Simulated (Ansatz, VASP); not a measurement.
## TiRe in VASP and in Ansatz

```
Ti Re
1.0
     3.10757    0.00000    0.00000
     0.00000    3.10757    0.00000
     0.00000    0.00000    3.10757
Ti Re
1 1
Direct
  0.50000 0.50000 0.50000
  0.00000 0.00000 0.00000
```

Change from the starting cell: volume scaled by 0.99.

Alike in both runs: task single point; functional PBEsol; k mesh 13 × 13 × 13; occupations fermi-dirac, width 0.05 eV; no spin polarisation.

|  | VASP | Ansatz |
| --- | --- | --- |
| version | VASP 6.6.1 | Ansatz 0.2.0 |
| potentials or method | VASP PAW PBE potentials, release 64 (Ti_sv, Re), cutoff 520 eV | all-electron LAPW, scalar-relativistic |

VASP gave:

* pressure (GPa): -5.7

Question: Which values does Ansatz return?

Answer: Pressure (GPa): -5.6.

VASP's potentials were made for PBE, not for PBEsol. Ansatz ran all-electron here, and VASP with PAW potentials.

Spin-orbit coupling is off throughout.
